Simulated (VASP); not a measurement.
The system is SiO2.

```
Si O
1.0
     4.15515    0.00000    0.00000
     0.00000    4.15515    0.00000
     0.00000    0.00000    2.40580
Si O
2 4
Direct
  0.50000 0.50000 0.50000
  0.00000 0.00000 0.00000
  0.69443 0.69443 0.00000
  0.19443 0.80557 0.50000
  0.30557 0.30557 0.00000
  0.80557 0.19443 0.50000
```

Base run:

```yaml
Program: VASP 6.6.1
Functional: LDA
Potentials_or_basis: VASP PAW LDA potentials, release 64 (Si, O_h)
Cutoff: 910 eV
k_mesh: 6 × 6 × 8
Occupations: gaussian, width 0.05 eV
Spin: no spin polarisation
```

Its results: band gap on the k mesh 7.86 eV, direct; pressure 51.0 GPa; largest force 0.625 eV/Å.

Task: The run is repeated on the same cell with these changes: potentials or basis from VASP PAW LDA potentials, release 64 (Si, O_h) to VASP PAW LDA potentials, release 64 (Si, O); cutoff from 910 eV to 520 eV. What comes out?

Result: Band gap on the k mesh 7.84 eV, direct; pressure 52.0 GPa; largest force 0.677 eV/Å.

Caveats: the cutoff is under 1.25 times the usual one of these potentials, so pressure, stress and relaxed cells hold a basis-set (Pulay) error (some runs).

A k mesh can miss the band edges.
